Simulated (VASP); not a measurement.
**C: single point with PBE+D3(BJ)**

The system is C, a slab with vacuum.

```xyz
4
Lattice="2.4657 0.0000 0.0000 -1.2328 2.1353 0.0000 0.0000 0.0000 17.5001" Properties=species:S:1:pos:R:3 pbc="T T T"
C     1.2328    0.7118    4.4999
C     0.0000    1.4236    4.5000
C     1.2328    1.4236    7.9167
C     2.4657    0.7118    7.9167
```

This cell differs from its parent crystal: layers slid over each other, then relaxed in part.

```
Program             : VASP 6.6.1
Task                : single point
Functional          : PBE
Dispersion          : D3(BJ)
Potentials or basis : VASP PAW PBE potentials, release 64 (C)
Cutoff              : 520 eV
k mesh              : 15 × 15 × 1
Occupations         : gaussian, width 0.1 eV
Spin                : no spin polarisation
```

```yaml
Dispersion_energy_per_atom: -0.118 eV
```

Forces on the atoms (eV/Å):
```
C    0.000  0.002  0.000
C    0.000 -0.002  0.000
C    0.000 -0.002  0.000
C    0.000  0.002  0.000
```

Run time: 86 s on 1 thread of Intel(R) Xeon(R) 6975P-C (Granite Rapids), on a shared host, peak memory 0.23 GiB.

Caveat: the cell differs from its parent crystal (layers slid over each other, then relaxed in part).
